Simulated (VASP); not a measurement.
A run of VASP 6.6.1 is set up as follows.

File INCAR:

```
PREC = Accurate
ENCUT = 520
EDIFF = 1E-6
ISMEAR = 0
SIGMA = 0.01
LREAL = F
LASPH = T
NELM = 100
ALGO = Normal
ISIF = 2
LWAVE = F
LCHARG = F
GGA = PE
NBANDS = 12
```

KPOINTS

```
regular mesh
0
Gamma
  6 6 6
```

The input POSCAR:

```
LiF
1.0
    0.0000000000      1.9948691814      1.9948691814
    1.9948691814      0.0000000000      1.9948691814
    1.9948691814      1.9948691814      0.0000000000
Li F
1 1
Direct
    0.0000000000      0.0000000000      0.0000000000
    0.5000000000      0.5000000000      0.5000000000
```

Potentials or basis: VASP PAW PBE potentials, release 64 (Li_sv, F).

The run is started by

```console
$ cat potpaw_PBE.64/Li_sv/POTCAR potpaw_PBE.64/F/POTCAR > POTCAR
$ mpirun -np 1 vasp_std > vasp.out
```

**Question.** Estimate the band gap on the k mesh.

**Answer.** 9.35 eV, direct.

Caveat: the k points lie up to 0.45 Å⁻¹ apart.
